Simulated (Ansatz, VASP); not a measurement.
Two plane-wave programs on Ti

```
Ti
1.0
     0.00000    2.05781    1.97550
     2.05781    0.00000    1.97550
     2.05781    2.05781    0.00000
Ti
1
Direct
  0.00000 0.00000 0.00000
```

Alike in both runs: task single point; functional PBEsol; k mesh 22 × 22 × 22; occupations gaussian, width 0.15 eV; no spin polarisation.

|  | VASP | Ansatz |
| --- | --- | --- |
| version | VASP 6.6.1 | Ansatz 0.2.0 |
| potentials or method | VASP PAW PBE potentials, release 64 (Ti_sv), cutoff 520 eV | scalar-relativistic, plane waves, PAW |
| valence electrons in the cell | 12 | 12 |

Ansatz gave:

```
gap on the k mesh at the Fermi level (eV)                     : none
pressure (GPa)                                                : -0.3
traceless stress, the component that is largest in VASP (GPa) : 0.92
```

Q: Estimate VASP's values.

A: gap on the k mesh at the Fermi level (eV): none; pressure (GPa): -0.6; traceless stress, the component that is largest in VASP (GPa): 0.93.

VASP's potentials were made for PBE, not for PBEsol. A gap of «none» marks a metal or a gap that the smearing closes.
